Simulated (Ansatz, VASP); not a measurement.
Two plane-wave programs on SnTe

```xyz
2
Lattice="0.0000 3.1297 3.1297 3.1297 0.0000 3.1297 3.1297 3.1297 0.0000" Properties=species:S:1:pos:R:3 pbc="T T T"
Te    3.1297    3.1297    3.1297
Sn    0.0000    0.0000    0.0000
```

Alike in both runs: task single point; functional revPBE; dispersion D3(BJ); k mesh 7 × 7 × 7; occupations fermi-dirac, width 0.05 eV; no spin polarisation.

|  | VASP | Ansatz |
| --- | --- | --- |
| version | VASP 6.6.1 | Ansatz 0.2.0 |
| potentials or method | VASP PAW PBE potentials, release 64 (Te, Sn_d) | Ansatz PAW |
| plane-wave cutoff (eV) | 520 | 420 |
| valence electrons in the cell | 20 | 30 |

|  | VASP | Ansatz | Ansatz less VASP |
| --- | --- | --- | --- |
| pressure (GPa) | 0.2 | 0.2 | +0.02 |

VASP's potentials were made for PBE, not for revPBE. VASP's potentials hold 20 valence electrons a cell and Ansatz's 30, so a difference there can come from the potentials and not from the codes.

Neither program's run includes spin-orbit coupling.
